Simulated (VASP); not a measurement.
Here is a VASP 6.6.1 calculation.

Contents of INCAR:

```
ALGO     = Normal         # electronic algorithm
EDIFF    = 1E-6           # SCF threshold, eV
ENCUT    = 600            # plane-wave cutoff, eV
GGA      = PE             # functional
GGA_COMPAT= F            
ISIF     = 2              # what is computed and relaxed
ISMEAR   = 0              # smearing method
ISPIN    = 2              # spin polarisation
LASPH    = T              # aspherical terms in the spheres
LCHARG   = F              # write CHGCAR
LMAXMIX  = 4              # l up to which the mixer works
LORBIT   = 11             # projections on sites
LREAL    = F              # projectors in reciprocal space
LWAVE    = F              # write WAVECAR
MAGMOM   = 3.09 2.02      # initial moments
NBANDS   = 20             # bands
NELM     = 200            # most SCF steps
PREC     = Accurate       # precision mode
SIGMA    = 0.1            # smearing width, eV
```

Contents of KPOINTS:

```
k-points
0
Gamma
  14 14 14
```

File POSCAR:

```
FeCo
1.0
    2.7868028155      0.0000000000      0.0000000000
    0.0000000000      2.7868028155      0.0000000000
    0.0000000000      0.0000000000      2.7868028155
Fe Co
1 1
Direct
    0.5000000000      0.5000000000      0.5000000000
    0.0000000000      0.0000000000      0.0000000000
```

Potentials or basis: VASP PAW PBE potentials, release 64 (Fe, Co).

Run with:

```sh
$ cat potpaw_PBE.64/Fe/POTCAR potpaw_PBE.64/Co/POTCAR > POTCAR
$ mpirun -np 1 vasp_std > vasp.out
```

(1) Estimate the pressure.

(2) Estimate the site moments.

(3) Predict the net moment.

## Answers

(1) 13.1 GPa.

(2) Fe +2.71; Co +1.74 μB.

(3) 4.45 μB per cell.

Caveat: the cell stands under pressure.
